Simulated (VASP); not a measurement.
Wanted: the native input for a VASP 6.6.1 run.

```yaml
Task: single point
Functional: PBEsol
Potentials_or_basis: VASP PAW PBE potentials, release 64 (Be)
Cutoff: 520 eV
k_mesh: 23 × 23 × 23
Occupations: fermi-dirac, width 0.03 eV
Spin: no spin polarisation
Dipole_correction: no
Further_INCAR_settings: ALGO = Normal; EDIFF = 1e-07; NBANDS = 7
```

The structure of Be lies in POSCAR:

```
Be
1.0
   -1.2361848083      1.2361848083      1.2361848083
    1.2361848083     -1.2361848083      1.2361848083
    1.2361848083      1.2361848083     -1.2361848083
Be
1
Direct
    0.0000000000      0.0000000000      0.0000000000
```

This cell differs from its parent crystal: volume scaled by 0.96.

One way to write it, as run:

INCAR

```
SYSTEM = Be
PREC = Accurate ; ENCUT = 520
EDIFF = 1E-7 ; ISMEAR = -1
SIGMA = 0.03 ; LREAL = .FALSE.
LASPH = .TRUE. ; NELM = 100
ALGO = Normal ; ISIF = 2
LWAVE = .FALSE. ; LCHARG = .TRUE.
GGA = PS ; LELF = .TRUE.
LVHAR = .TRUE. ; NBANDS = 7
```

KPOINTS

```
regular mesh
0
G
  23 23 23
  0 0 0
```

Potentials or basis: VASP PAW PBE potentials, release 64 (Be).

The run is started by

```console
$ cat potpaw_PBE.64/Be/POTCAR > POTCAR
$ mpirun -np 1 vasp_std > vasp.out
```

It gave:

```
Pressure               : 3.6 GPa
Band gap on the k mesh : zero (band 1 reaches 11.91 eV, above the bottom of band 2 at 6.89 eV)
```

Caveat: the PAW data sets were made with another functional, which shifts forces and pressure a little.

Wall time 6.7 s on 1 thread of Intel(R) Xeon(R) Platinum 8259CL CPU @ 2.50GHz (Skylake/Cascade Lake), on a shared host, peak memory 0.12 GiB.
